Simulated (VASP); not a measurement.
A run of VASP 6.6.1 is set up as follows.

The input INCAR:

```
SYSTEM = Li15O8
  PREC = Accurate
  ENCUT = 520
  EDIFF = 1E-6
  ISMEAR = -1
  SIGMA = 0.05
  LREAL = Auto
  LASPH = .True.
  NELM = 100
  ALGO = Fast
  ISIF = 2
  LWAVE = .False.
  LCHARG = .False.
  GGA = CA
  NBANDS = 64
  NELECT = 94.0
```

Contents of KPOINTS:

```
Automatic mesh
0
Gamma
  2 2 2
  0 0 0
```

Contents of POSCAR:

```
Li15O8
1.0
    0.0000000000      4.7022000000      4.7022000000
    4.7022000000      0.0000000000      4.7022000000
    4.7022000000      4.7022000000      0.0000000000
Li O
15 8
Direct
    0.1238569180      0.1311301093      0.2006932925
    0.1447620263      0.0789843052      0.6559270129
    0.3719641870      0.3755795160      0.8393198928
    0.2992748075      0.3509314789      0.3049955340
    0.4222810599      0.8668389265      0.4073306112
    0.1627004381      0.6699736294      0.5516247714
    0.4120518055      0.8330675003      0.9286823189
    0.5972098167      0.1846795117      0.0589723959
    0.8879673344      0.5502743397      0.3165539535
    0.6652524350      0.1208264217      0.5699778827
    0.8926247289      0.4183148314      0.8782059462
    0.5949342861      0.5314108290      0.2272553273
    0.9134554039      0.8466356174      0.3262196419
    0.6511632853      0.6317043086      0.6523754838
    0.8766428480      0.8725596529      0.9193675301
   -0.0274446004      0.0331653269      0.0157692144
    0.0363234231     -0.0239037046      0.5363446897
    0.0198949428      0.4901003785      0.0460103781
   -0.0318255285      0.5279549998      0.5310811960
    0.4935030411     -0.0116222194      0.0568988984
    0.4580515503     -0.0063906257      0.5519437710
    0.5098039216      0.5138020501      0.0154821148
    0.5179596784      0.5406511846      0.5049870273
```

Potentials or basis: VASP PAW LDA potentials, release 64 (Li_sv, O).

Command:

```bash
$ cat potpaw_LDA.64/Li_sv/POTCAR potpaw_LDA.64/O/POTCAR > POTCAR
$ mpirun -np 1 vasp_std > vasp.out
```

What does it give for the largest force?

2.696 eV/Å.

Forces on the atoms (eV/Å):
```
Li  -0.254 -0.537  0.215
Li   1.577 -0.091 -0.808
Li   0.813 -0.372 -0.152
Li   1.037 -0.198  0.078
Li  -0.576 -0.983 -0.337
Li  -0.207  0.585 -0.611
Li   0.989 -1.080  0.253
Li  -0.396  1.618  1.189
Li  -0.959 -0.802 -1.383
Li   0.219  0.265  0.077
Li  -0.310  0.713 -0.474
Li  -0.669 -0.473  1.055
Li   0.620 -0.154  0.591
Li   0.809 -0.654 -1.385
Li  -0.744  0.158 -0.208
O    0.134 -0.359  0.070
O    0.174 -1.157 -0.534
O   -1.070 -0.593 -0.211
O   -0.151  1.610  1.522
O   -0.219 -0.856  0.472
O   -0.016  1.346  2.335
O   -0.910  0.753 -0.548
O    0.106  1.263 -1.205
```

Caveat: the k points lie up to 0.58 Å⁻¹ apart; the cell carries a net charge on a neutralising background, which shifts energy and pressure.
